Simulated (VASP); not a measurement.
An input for VASP 6.6.1 (Ta2Al5):

File INCAR:

```
PREC = Accurate ; ENCUT = 520
EDIFF = 1E-6 ; ISMEAR = 0
SIGMA = 0.2 ; LREAL = False
LASPH = True ; NELM = 80
ALGO = Fast ; ISIF = 2
LWAVE = False ; LCHARG = False
GGA = PE ; NBANDS = 28
```

File KPOINTS:

```
regular mesh
0
Gamma
  6 6 4
```

Contents of POSCAR:

```
Ta2Al5
1.0
   -0.0002645650     -3.8369700670     -0.0001679428
   -4.7548886579      1.9181793842     -0.0060189975
    0.7178294245     -0.0003327882     -6.2401584916
Ta Al
2 5
Direct
    0.5654900508      0.1309695378      0.7188216391
    0.4345081254      0.8690309159      0.2811795427
    0.1455189115      0.2910670965      0.4251236497
    0.2816583665      0.5632746545      0.8552889243
    0.8544785886      0.7089364927      0.5748750341
    0.7183424114      0.4367216663      0.1447060450
    1.0000035457      0.9999996364      1.0000051648
```

Potentials or basis: VASP PAW PBE potentials, release 64 (Ta_pv, Al).

Command:

```sh
$ cat potpaw_PBE.64/Ta_pv/POTCAR potpaw_PBE.64/Al/POTCAR > POTCAR
$ mpirun -np 1 vasp_std > vasp.out
```

Question: How does this run end?

Answer: The run stopped without a result. It printed:

OUTCAR:

```text
PREC = Accurate
   ENCUT = 520
   EDIFF = 1E-6
   ISMEAR = 0
   LREAL = False
   LASPH = True
   NELM = 80
   ISIF = 2
   GGA = PE

[... 61 lines left out ...]
|     E        R     R  R     R  O     O  R     R     ###     ###     ###     |
|     EEEEE    RRRRRR   RRRRRR   O     O  RRRRRR       #       #       #      |
|     E        R   R    R   R    O     O  R   R                               |
|     E        R    R   R    R   O     O  R    R      ###     ###     ###     |
|     EEEEEEE  R     R  R     R  OOOOOOO  R     R     ###     ###     ###     |
|                                                                             |
|     VERY BAD NEWS! internal error in subroutine POSMAP: symmetry            |
|     equivalent atom not found, you might try decreasing or increasing       |
|     SYMPREC by an order of magnitude. 7                                     |
|                                                                             |
|       ---->  I REFUSE TO CONTINUE WITH THIS SICK JOB ... BYE!!! <----       |
|                                                                             |
 -----------------------------------------------------------------------------
```

On the terminal:

```text
POSCAR found type information on POSCAR TaAl
 POSCAR found :  2 types and       7 ions
[... 19 lines left out ...]

1
```
